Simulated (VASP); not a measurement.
Write the native input for VASP 6.6.1 that does the following.

```
Task                               : single point
Functional                         : HSE06
Potentials or basis                : VASP PAW PBE potentials, release 64 (Cs_sv, H)
Cutoff                             : 520 eV
k mesh                             : 4 × 4 × 4
Occupations                        : gaussian, width 0.01 eV
Spin                               : no spin polarisation
Dipole correction                  : no
Grid for exact exchange (PRECFOCK) : Normal
Further INCAR settings             : ALGO = Normal; EDIFF = 1e-07; NBANDS = 12
Share of exact exchange            : 0.25
Screening parameter                : 0.2079 1/Å
```

Crystal: CsH.

```
Cs H
1.0
     0.00000    3.18920    3.18920
     3.18920    0.00000    3.18920
     3.18920    3.18920    0.00000
Cs H
1 1
Direct
  0.00000 0.00000 0.00000
  0.50000 0.50000 0.50000
```

One way to write it, as run:

POSCAR

```
CsH
1.0
    0.0000000000      3.1892011639      3.1892011639
    3.1892011639      0.0000000000      3.1892011639
    3.1892011639      3.1892011639      0.0000000000
Cs H
1 1
Direct
    0.0000000000      0.0000000000      0.0000000000
    0.5000000000      0.5000000000      0.5000000000
```

INCAR.step1

```
PREC = Accurate ; ENCUT = 520
EDIFF = 1E-5 ; ISMEAR = 0
SIGMA = 0.01 ; LREAL = False
LASPH = True ; NELM = 60
ALGO = Normal ; ISIF = 2
LWAVE = True ; LCHARG = False
GGA = PE ; NBANDS = 12
```

INCAR.step2

```
PREC = Accurate ; ENCUT = 520
EDIFF = 1E-7 ; ISMEAR = 0
SIGMA = 0.01 ; LREAL = False
LASPH = True ; NELM = 60
ALGO = Normal ; ISIF = 2
LWAVE = False ; LCHARG = False
GGA = PE ; LHFCALC = True
HFSCREEN = 0.2079 ; PRECFOCK = Normal
ISTART = 1 ; NBANDS = 12
```

KPOINTS

```
Automatic mesh
0
Gamma
  4 4 4
```

Potentials or basis: VASP PAW PBE potentials, release 64 (Cs_sv, H).

Command:

```bash
$ cat potpaw_PBE.64/Cs_sv/POTCAR potpaw_PBE.64/H/POTCAR > POTCAR
$ cp INCAR.step1 INCAR
$ mpirun -np 1 vasp_std > vasp.out
$ cp INCAR.step2 INCAR
$ mpirun -np 1 vasp_std > vasp.out
```

Results of the run:

* Pressure: 0.1 GPa
* Band gap on the k mesh: 3.25 eV

Caveat: the k points lie up to 0.43 Å⁻¹ apart; the PAW data sets were made with another functional, which shifts forces and pressure a little; spin-orbit coupling is left out, which moves the levels of the heavy elements.

Wall time 10 min on 1 thread of Intel Xeon 8259CL (shared host), peak memory 0.31 GiB.
